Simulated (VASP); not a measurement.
Write the native input for VASP 6.6.1 that does the following.

| Item | Value |
| --- | --- |
| Task | single point |
| Functional | PBE |
| Potentials or basis | VASP PAW PBE potentials, release 64 (Hf_pv, B, N) |
| Cutoff | 600 eV |
| k mesh | 6 × 6 × 3 |
| Occupations | gaussian, width 0.2 eV |
| Spin | no spin polarisation |
| Dipole correction | no |
| Further INCAR settings | ALGO = Normal; EDIFF = 1e-06; NBANDS = 20 |

The structure of HfB3N lies in POSCAR:

```
HfB3N
1.0
    3.4161661687      0.0000000000      0.0000000000
   -1.7080830843      2.9584866856      0.0000000000
    0.0000000000      0.0000000000      6.0427434023
Hf B N
1 3 1
Direct
    0.0000000000      0.0000000000     -0.0053833126
    0.5022328537      0.4977671463      0.3262293301
    0.5022328537      0.0044657075      0.3262293301
   -0.0044657075      0.4977671463      0.3262293301
    0.3333333333      0.6666666667      0.8866953224
```

These files were run (other wordings do the same):

INCAR

```
PREC = Accurate ; ENCUT = 600
EDIFF = 1E-6 ; ISMEAR = 0
SIGMA = 0.2 ; LREAL = False
LASPH = True ; NELM = 120
ALGO = Normal ; ISIF = 2
LWAVE = False ; LCHARG = False
GGA = PE ; NBANDS = 20
GGA_COMPAT = False
```

KPOINTS

```
regular mesh
0
Gamma
  6 6 3
```

Potentials or basis: VASP PAW PBE potentials, release 64 (Hf_pv, B, N).

Launch:

```bash
$ cat potpaw_PBE.64/Hf_pv/POTCAR potpaw_PBE.64/B/POTCAR potpaw_PBE.64/N/POTCAR > POTCAR
$ mpirun -np 1 vasp_std > vasp.out
```

Results of the run:

```yaml
Pressure: -0.6 GPa
Largest_force: 0.063 eV/Å
Band_gap_on_the_k_mesh: zero (bands 12 and 13 overlap by 0.31 eV)
```

Caveat: spin-orbit coupling is left out, which moves the levels of the heavy elements.

Run time: 30 s on 1 thread of Intel(R) Xeon(R) Platinum 8375C CPU @ 2.90GHz (Ice Lake), with other jobs on the host, peak memory 0.19 GiB.
